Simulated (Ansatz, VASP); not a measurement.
# One calculation of Bi2Te3, two programs

```xyz
5
Lattice="2.1767 1.2567 9.9574 -2.1767 1.2567 9.9574 0.0000 -2.5134 9.9574" Properties=species:S:1:pos:R:3 pbc="T T T"
Bi    0.0000    0.0000   11.9565
Bi    0.0000    0.0000   17.9158
Te    0.0000    0.0000    0.0000
Te    0.0000    0.0000    6.2431
Te    0.0000    0.0000   23.6293
```

Alike in both runs: functional LDA; k mesh 9 × 9 × 9; occupations gaussian, width 0.05 eV; no spin polarisation.

Ansatz relaxed the structure, and its values are those at the end. VASP's run is a single point on that final structure, the one shown.

|  | VASP | Ansatz |
| --- | --- | --- |
| version | VASP 6.6.1 | Ansatz 0.2.0 |
| potentials or method | VASP PAW LDA potentials, release 64 (Bi_d, Te) | scalar-relativistic, plane waves, PAW |
| plane-wave cutoff (eV) | 520 | 420 |
| valence electrons in the cell | 48 | 78 |

```csv
,VASP,Ansatz,Ansatz less VASP
gap on the k mesh at the Fermi level (eV),0.14,0.15,+0.014
least direct gap on the mesh (eV),0.14,0.15,+0.014
pressure (GPa),0.1,0.0,-0.12
rms of the force components (eV/Å),0.015,0.000,-0.0143
```

LDA's correlation is that of Perdew and Zunger in VASP and of Perdew and Wang (1992) in Ansatz. VASP's potentials hold 48 valence electrons a cell and Ansatz's 78, so a difference there can come from the potentials and not from the codes.

Neither program's run includes spin-orbit coupling.
